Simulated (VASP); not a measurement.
A run of VASP 6.6.1 is set up as follows.

Contents of INCAR:

```
SYSTEM = InAs
PREC = Accurate ; ENCUT = 600
EDIFF = 1E-6 ; ISMEAR = -1
SIGMA = 0.05 ; LREAL = .False.
LASPH = .True. ; NELM = 100
ALGO = Normal ; ISIF = 3
LWAVE = .False. ; LCHARG = .False.
GGA = RE ; IVDW = 13
IBRION = 2 ; NSW = 60
EDIFFG = -0.01
```

The input KPOINTS:

```
Automatic mesh
0
Gamma
  8 8 8
  0 0 0
```

File POSCAR:

```
InAs
1.0
    0.0000000000      2.8773040000      2.8773040000
    2.8773040000      0.0000000000      2.8773040000
    2.8773040000      2.8773040000      0.0000000000
In As
1 1
Direct
    0.5000000000      0.5000000000      0.5000000000
    0.0000000000      0.0000000000      0.0000000000
```

Potentials or basis: VASP PAW PBE potentials, release 64 (In_d, As).

Launch:

```sh
$ cat potpaw_PBE.64/In_d/POTCAR potpaw_PBE.64/As/POTCAR > POTCAR
$ mpirun -np 1 vasp_std > vasp.out
```

**Question.** What does it give for the relaxed volume?

**Answer.** 22.67 Å³/atom.

**Question.** Predict the band gap on the k mesh.

**Answer.** Zero (bands 9 and 10 overlap by 2.74 eV).

**Question.** What does it give for the dispersion energy per atom?

**Answer.** -0.667 eV.

**Question.** Predict the space group after relaxing (to 0.1 Å).

**Answer.** Fm-3m (No. 225).

Step by step:
| step | energy change (eV) | largest force (eV/Å) | pressure (GPa) | volume (Å³) |
| --- | --- | --- | --- | --- |
| 1 | 0.0000 | 0.0000 | -3.10 | 47.64 |
| 2 | -0.0200 | 0.0000 | 1.33 | 44.53 |
| 3 | -0.0232 | 0.0000 | 0.04 | 45.34 |

Caveat: the PAW data sets were made with another functional, which shifts forces and pressure a little; spin-orbit coupling is left out, which moves the levels of the heavy elements.
